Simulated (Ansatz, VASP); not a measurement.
# C4F: VASP beside Ansatz

```xyz
5
Lattice="3.7312 0.0000 0.0000 0.0000 3.7312 0.0000 0.0000 0.0000 3.7312" Properties=species:S:1:pos:R:3 pbc="T T T"
C     0.0000    0.0000    0.0000
C     1.8656    1.8656    0.0000
C     1.8656    0.0000    1.8656
C     0.0000    1.8656    1.8656
F     1.8656    1.8656    1.8656
```

Change from the starting cell: species swapped into the Ni4N type (Pm-3m, No. 221).

Alike in both runs: functional PBE; dispersion D3(BJ); k mesh 6 × 6 × 6; occupations gaussian, width 0.1 eV; no spin polarisation.

Ansatz relaxed the structure, and its values are those at the end. VASP's run is a single point on that final structure, the one shown.

```csv
,VASP,Ansatz
version,VASP 6.6.1,Ansatz 0.2.0
potentials or method,"VASP PAW PBE potentials, release 64 (C, F), cutoff 520 eV","scalar-relativistic, plane waves, PAW"
valence electrons in the cell,23,23
```

Ansatz gave:

```
gap on the k mesh at the Fermi level (eV) : none
pressure (GPa)                            : -0.2
```

Question: What did VASP give for the same quantities?

Answer: gap on the k mesh at the Fermi level (eV): none; pressure (GPa): -0.3.

A gap of «none» marks a metal or a gap that the smearing closes. Ansatz's warnings: dispersion switch in reach, relaxed geometry near dispersion switch.
